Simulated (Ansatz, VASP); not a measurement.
# AlAs: VASP beside Ansatz

INCAR

```
SYSTEM = AlAs
PREC = Accurate
ENCUT = 500
EDIFF = 1E-6
ISMEAR = 0
SIGMA = 0.01
LREAL = .False.
LASPH = .True.
NELM = 120
ALGO = Normal
ISIF = 2
LWAVE = .False.
LCHARG = .False.
GGA = PE
NBANDS = 11
GGA_COMPAT = .False.
```

KPOINTS

```
Automatic mesh
0
Gamma
  10 10 10
  0 0 0
```

The input POSCAR:

```
AlAs
1.0
    0.0000000000      2.8304000000      2.8304000000
    2.8304000000      0.0000000000      2.8304000000
    2.8304000000      2.8304000000      0.0000000000
Al As
1 1
Direct
    0.0000000000      0.0000000000      0.0000000000
    0.2500000000      0.2500000000      0.2500000000
```

Input for Ansatz:

```yaml
crystal:
  lattice:
    - [0.0, 2.8304, 2.8304]
    - [2.8304, 0.0, 2.8304]
    - [2.8304, 2.8304, 0.0]
  atoms:
    - { symbol: Al, position: [0.0, 0.0, 0.0] }
    - { symbol: As, position: [0.25, 0.25, 0.25] }
kpoints:
  mp_grid:
    grid: [10, 10, 10]
scf:
  occupations:
    method: fixed
output:
  eigenvalues: true
```

Alike in both runs: task single point; functional PBE; k mesh 10 × 10 × 10; no spin polarisation.

|  | VASP | Ansatz |
| --- | --- | --- |
| version | VASP 6.6.1 | Ansatz 0.2.0 |
| potentials or method | VASP PAW PBE potentials, release 64 (Al, As) | plane waves, PAW |
| plane-wave cutoff (eV) | 500 | 420 |
| occupations | gaussian, width 0.01 eV | fixed |
| valence electrons in the cell | 8 | 18 |

|  | VASP | Ansatz | Ansatz less VASP |
| --- | --- | --- | --- |
| gap on the k mesh at the Fermi level (eV) | 1.44 | 1.45 | +0.010 |

VASP's potentials hold 8 valence electrons a cell and Ansatz's 18, so a difference there can come from the potentials and not from the codes.
